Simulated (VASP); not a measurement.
Wanted: the native input for a VASP 6.6.1 run.

```yaml
Task: single point
Functional: PBEsol
Potentials_or_basis: VASP PAW PBE potentials, release 64 (Ca_sv)
Cutoff: 520 eV
k_mesh: 13 × 13 × 13
Occupations: fermi-dirac, width 0.05 eV
Spin: no spin polarisation
Dipole_correction: no
Further_INCAR_settings: ALGO = Normal; EDIFF = 1e-06; NBANDS = 11
```

The structure of Ca lies in POSCAR:

```
Ca
1.0
    0.0000000000      2.0904841564      2.0904841564
    2.0904841564      0.0000000000      2.0904841564
    2.0904841564      2.0904841564      0.0000000000
Ca
1
Direct
    0.0000000000      0.0000000000      0.0000000000
```

This cell differs from its parent crystal: volume scaled by 0.45.

The input as run:

INCAR

```
ALGO = Normal ; EDIFF = 1E-6
ENCUT = 520 ; GGA = PS
ISIF = 2 ; ISMEAR = -1
LASPH = True ; LCHARG = True
LELF = True ; LREAL = False
LVHAR = True ; LWAVE = False
NBANDS = 11 ; NELM = 60
PREC = Accurate ; SIGMA = 0.05
```

KPOINTS

```
k-points
0
Gamma
  13 13 13
```

Potentials or basis: VASP PAW PBE potentials, release 64 (Ca_sv).

Run with:

```bash
$ cat potpaw_PBE.64/Ca_sv/POTCAR > POTCAR
$ mpirun -np 1 vasp_std > vasp.out
```

It gave:

```yaml
Pressure: 43.6 GPa
Band_gap_on_the_k_mesh: zero (band 5 reaches 6.67 eV, above the bottom of band 6 at 5.74 eV)
```

Caveat: the PAW data sets were made with another functional, which shifts forces and pressure a little.

It took 8.2 s on 1 thread of Intel(R) Xeon(R) Platinum 8488C (Sapphire Rapids), on a shared host, peak memory 0.15 GiB.
